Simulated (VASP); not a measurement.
# InP3 (R-3m) in VASP: a series of runs

InP3 is run at these levels: r2SCAN; tasks: single point.

Program: VASP 6.6.1. These are calculated values, not measurements. Logs are shortened: lines on timing, memory, paths and dates and some standing lists are left out, and cuts for length are marked.

**1. The cell of the first run**

The structure is trigonal, space group R-3m (No. 166). Conventional cell: a = 7.782 Å, b = 7.782 Å, c = 9.299 Å, α = 90.00°, β = 90.00°, γ = 120.00°. Within 3.7 Å of In (site symmetry 3m) lie 9 P at 2.71 to 3.61 Å. P (site symmetry m) has 2 P at 2.23 Å and 2 In at 2.71 to 2.85 Å within 3.0 Å.

**2. Single point, r2SCAN (strain +0.040 along x and y, -0.080 along z)**

POSCAR

```
InP3
1.0
    3.8911589216      2.2465616508      3.0997117923
   -3.8911589216      2.2465616508      3.0997117923
    0.0000000000     -4.4931233017      3.0997117923
In P
2 6
Direct
    0.2702520051      0.2702520051      0.2702520051
    0.7297479949      0.7297479949      0.7297479949
    0.7982893833      0.2446976833      0.7982893833
    0.7982893833      0.7982893833      0.2446976833
    0.2446976833      0.7982893833      0.7982893833
    0.2017106167      0.7553023167      0.2017106167
    0.7553023167      0.2017106167      0.2017106167
    0.2017106167      0.2017106167      0.7553023167
```

INCAR.step1

```
PREC = Accurate ; ENCUT = 550
ISMEAR = 0 ; SIGMA = 0.15
LREAL = F ; LASPH = T
NELM = 120 ; NBANDS = 38
GGA = PE ; ALGO = Normal
EDIFF = 1E-5 ; LWAVE = T
LCHARG = F ; GGA_COMPAT = F
```

INCAR.step2

```
PREC = Accurate ; ENCUT = 550
EDIFF = 1E-6 ; ISMEAR = 0
SIGMA = 0.15 ; LREAL = F
LASPH = T ; NELM = 120
ALGO = Normal ; ISIF = 2
LWAVE = F ; LCHARG = F
METAGGA = R2SCAN ; LMIXTAU = T
NBANDS = 38 ; ISTART = 1
GGA_COMPAT = F
```

KPOINTS

```
Automatic mesh
0
Gamma
  6 6 6
```

Potentials or basis: VASP PAW PBE potentials, release 64 (In_d, P).

Launch:

```console
$ cat potpaw_PBE.64/In_d/POTCAR potpaw_PBE.64/P/POTCAR > POTCAR
$ cp INCAR.step1 INCAR
$ mpirun -np 1 vasp_std > vasp.out
$ cp INCAR.step2 INCAR
$ mpirun -np 1 vasp_std > vasp.out
```

OUTCAR:

```text
PREC = Accurate
   ENCUT = 550
   EDIFF = 1E-6
   ISMEAR = 0
   LREAL = F
   LASPH = T
   NELM = 120
   ISIF = 2
   METAGGA = R2SCAN
   ISTART = 1

 ion  position               nearest neighbor table
   1  0.270  0.270  0.270-   6 2.71   7 2.71   8 2.71   6 2.85   7 2.85   8 2.85
   2  0.730  0.730  0.730-   3 2.71   5 2.71   4 2.71   3 2.85   5 2.85   4 2.85
   3  0.798  0.245  0.798-   8 2.23   7 2.23   2 2.71   2 2.85
   4  0.798  0.798  0.245-   6 2.23   7 2.23   2 2.71   2 2.85
   5  0.245  0.798  0.798-   8 2.23   6 2.23   2 2.71   2 2.85
   6  0.202  0.755  0.202-   4 2.23   5 2.23   1 2.71   1 2.85
   7  0.755  0.202  0.202-   4 2.23   3 2.23   1 2.71   1 2.85
   8  0.202  0.202  0.755-   3 2.23   5 2.23   1 2.71   1 2.85

  LATTYP: Found a trigonal (rhomboedric) cell.
 ALAT       =     5.4586051514
 COS(alpha) =    -0.0163061911

  Lattice vectors:

 A1 = (   3.8911589216,   2.2465616508,   3.0997117923)
 A2 = (  -3.8911589216,   2.2465616508,   3.0997117923)
 A3 = (   0.0000000000,  -4.4931233017,   3.0997117923)

Analysis of symmetry for initial positions (statically):
=====================================================================
 Subroutine PRICEL returns:
 Original cell was already a primitive cell.

 Routine SETGRP: Setting up the symmetry group for a
 trigonal (rhombohedral) supercell.

 Subroutine GETGRP returns: Found 12 space group operations
 (whereof 12 operations were pure point group operations)
 out of a pool of 12 trial point group operations.

The static configuration has the point symmetry D_3d.

Analysis of symmetry for dynamics (positions and initial velocities):
=====================================================================
 Subroutine PRICEL returns:
 Original cell was already a primitive cell.

 Routine SETGRP: Setting up the symmetry group for a
 trigonal (rhombohedral) supercell.

 Subroutine GETGRP returns: Found 12 space group operations
 (whereof 12 operations were pure point group operations)
 out of a pool of 12 trial point group operations.

The dynamic configuration has the point symmetry D_3d.

 Subroutine INISYM returns: Found 12 space group operations
 (whereof 12 operations are pure point group operations),
 and found     1 'primitive' translations

----------------------------------------------------------------------------------------

                                     Primitive cell

  volume of cell :     162.5810

  direct lattice vectors                    reciprocal lattice vectors
[... 108 lines left out ...]
   TEBEG  =    0.0;   TEEND  =   0.0 temperature during run
   PSTRESS=    0.0 pullay stress
   NELECT =      56.0000    total number of electrons
   NUPDOWN=      -1.0000    fix difference up-down
   EMIN   =  10.00;   EMAX   =-10.00  energy-range for DOS
   EFERMI =   0.00;   METHOD = LEGACY
   ISMEAR =     0;   SIGMA  =   0.15  broadening in eV -4-tet -1-fermi 0-gaus
   EFERMI_NEDOS =   21; number of points for ismear=-14 and -15
   IALGO  =     38    algorithm
   IMIX   =      4    mixing-type and parameters
     AMIX     =   0.40;   BMIX     =  1.00
     AMIX_MAG =   1.60;   BMIX_MAG =  1.00
  volume/ion in A,a.u.               =      20.32       137.14
  Fermi-wavevector in a.u.,A,eV,Ry     =   1.147574  2.168601 17.917882  1.316927
  Thomas-Fermi vector in A             =   2.284254
   LORBIT       =      0    0 simple, 1 ext, 2 COOP (PROOUT), +10 PAW based schemes
   METAGGA = R2SCAN    functional components
   LHFCALC =     F    Hartree Fock is set to
   AEXX    =    0.0000 exact exchange contribution
   IVDW    =     0    specifies the selected vdW correction
   LEPSILON=     F    determine dielectric tensor
   LRPA    =     F    only Hartree local field effects (RPA)
 non-spin polarized calculation
 Gauss-broadening in eV      SIGMA  =   0.15
  energy-cutoff  :      550.00
  volume of cell :      162.58
 maximum number of plane-waves:      4799
 NGX is ok and might be reduce to    42
   NGX = 21   NGY = 21   NGZ = 21

 number of electron      56.0000016 magnetization

 Free energy of the ion-electron system (eV)
  ---------------------------------------------------
  ext. energy  EPLUGINS =         0.00000000
  ---------------------------------------------------
  free energy    TOTEN  =       -99.74836580 eV

  energy without entropy =      -99.73219689  energy(sigma->0) =      -99.74028135

 E-fermi :   6.4233     XC(G=0): -10.6094

 val. band max:        6.4019563480   @ k =  -0.3333   0.3333   0.0000
 cond. band min:       6.4422497467   @ k =   0.5000   0.5000   0.5000
 fundamental gap:      0.0402933986
 Fermi energy:         6.4232802904

 k-point     1 :       0.0000    0.0000    0.0000
  band No.  band energies     occupation
      1      -8.6747      2.00000
      2      -8.6747      2.00000
      3      -8.5506      2.00000
      4      -8.5506      2.00000
      5      -8.4868      2.00000
      6      -8.4580      2.00000
[... 973 lines left out ...]
     37      11.3260      0.00000
     38      11.5116      0.00000

 [... further k-points ...]

------------------------ aborting loop because EDIFF is reached ----------------------------------------

  FORCE on cell =-STRESS in cart. coord.  units (eV):
  Direction    XX          YY          ZZ          XY          YZ          ZX
  --------------------------------------------------------------------------------------
  -------------------------------------------------------------------------------------
  Total       -5.1791117     -5.1791117      4.4687711      0.0000000     -0.0000000     -0.0000000
  in kB      -51.0382745    -51.0382745     44.0381245      0.0000000     -0.0000000     -0.0000000
  external PRESSURE =     -19.3461415 kB  Pullay stress =       0.0000000 kB

 VOLUME and BASIS-vectors are now :
 -----------------------------------------------------------------------------
  energy-cutoff  :      550.00
  volume of cell :      162.58
      direct lattice vectors                 reciprocal lattice vectors
     3.891158922  2.246561651  3.099711792     0.128496422  0.074187444  0.107536879
    -3.891158922  2.246561651  3.099711792    -0.128496422  0.074187444  0.107536879
     0.000000000 -4.493123302  3.099711792     0.000000000 -0.148374888  0.107536879

 POSITION                                       TOTAL-FORCE (eV/Angst)
 -----------------------------------------------------------------------------------
      0.00000     -0.00000      2.51311        -0.000000     -0.000000      0.050400
      0.00000     -0.00000      6.78603        -0.000000      0.000000     -0.050400
      2.15411     -1.24368      5.70743         0.360582     -0.208182     -0.200069
      0.00000      2.48736      5.70743        -0.000000      0.416364     -0.200069
     -2.15411     -1.24368      5.70743        -0.360582     -0.208182     -0.200069
     -2.15411      1.24368      3.59171        -0.360582      0.208182      0.200069
      2.15411      1.24368      3.59171         0.360582      0.208182      0.200069
      0.00000     -2.48736      3.59171        -0.000000     -0.416364      0.200069
 -----------------------------------------------------------------------------------
    total drift:                               -0.000000     -0.000000      0.000000

  FREE ENERGIE OF THE ION-ELECTRON SYSTEM (eV)
  ---------------------------------------------------
  free  energy   TOTEN  =       -99.7483657981 eV

  energy  without entropy=      -99.7321968923  energy(sigma->0) =      -99.74028135
```

OUTCAR.step1:

```text
PREC = Accurate
   ENCUT = 550
   ISMEAR = 0
   LREAL = F
[... 1230 lines left out ...]
     -2.15411     -1.24368      5.70743        -0.227605     -0.131408     -0.361264
     -2.15411      1.24368      3.59171        -0.227605      0.131408      0.361264
      2.15411      1.24368      3.59171         0.227605      0.131408      0.361264
      0.00000     -2.48736      3.59171        -0.000000     -0.262816      0.361264
 -----------------------------------------------------------------------------------
    total drift:                               -0.000000     -0.000000      0.000000

  FREE ENERGIE OF THE ION-ELECTRON SYSTEM (eV)
  ---------------------------------------------------
  free  energy   TOTEN  =       -37.6792961110 eV

  energy  without entropy=      -37.6615672347  energy(sigma->0) =      -37.67043167
```

Run time: 10 min. Hardware: 1 thread of Oxide Virtual Turin-like, shared host; peak memory 0.34 GiB.

What came out:

```
Free energy            : -99.7484 eV
Pressure               : -1.9 GPa
Largest force          : 0.462 eV/Å
Band gap on the k mesh : zero (bands 28 and 29 overlap by 0.32 eV)
```

Forces in eV/Å, atoms in the order of the input:
```
In   0.000  0.000  0.050
In   0.000  0.000 -0.050
P    0.361 -0.208 -0.200
P    0.000  0.416 -0.200
P   -0.361 -0.208 -0.200
P   -0.361  0.208  0.200
P    0.361  0.208  0.200
P    0.000 -0.416  0.200
```

Stress tensor (GPa, compression positive):
```
-5.10  0.00  0.00
 0.00 -5.10  0.00
 0.00  0.00  4.40
```

Caveat: the cell differs from its parent crystal (strain +0.040 along x and y, -0.080 along z); the stress differs along the axes, from -5 to 4 GPa; semilocal functionals underestimate gaps, and a narrow one can read as zero; the PAW data sets were made with another functional, which shifts forces and pressure a little; spin-orbit coupling is left out, which moves the levels of the heavy elements.

(Part 1 of 2 ends here.)

The gap in the log of VASP goes by the Fermi energy; the results here count the filled bands.